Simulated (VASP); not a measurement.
Runs of VASP 6.6.1 on V. The structure is that of space group Im-3m (No. 229), or close to it. The cells are those of the table. 

```csv
task,cell,k mesh,cutoff (eV),gap on the mesh (eV),pressure (GPa)
relaxation of cell and atoms,"relaxed from a = 2.620 Å, angles 109.5°, 1 atom",10 × 10 × 10,600,none,-0.6
single point,"a = 2.541 Å, angles 109.5°, 1 atom",10 × 10 × 10,520,none,0.0
relaxation of cell and atoms,"relaxed from a = 2.541 Å, angles 109.5°, 1 atom",20 × 20 × 20,600,none,0.0
single point,"a = 2.584 Å, angles 109.5°, 1 atom",20 × 20 × 20,520,none,-10.6
single point,"a = 2.483 Å, angles 109.5°, 1 atom",20 × 20 × 20,520,none,15.1
single point,"a = 2.608 Å, angles 109.5°, 1 atom",20 × 20 × 20,520,none,(b)
single point,"a = 2.535 Å, angles 109.5°, 1 atom",20 × 20 × 20,520,none,0.4
single point,"a = 2.560 Å, angles 109.5°, 1 atom",20 × 20 × 20,520,none,-5.5
single point,"a = 2.509 Å, angles 109.5°, 1 atom",20 × 20 × 20,520,none,(a)
single point,"a = 2.456 Å, angles 109.5°, 1 atom",20 × 20 × 20,520,none,24.2
```

Alike in all rows: level LDA; potentials or basis VASP PAW LDA potentials, release 64 (V_sv); no spin polarisation; smearing gaussian 0.1 eV.

Question: Estimate the missing entries.

Answer: (a) 7.2; (b) -15.0.

A gap of «none» marks levels without a gap at the run's occupations.
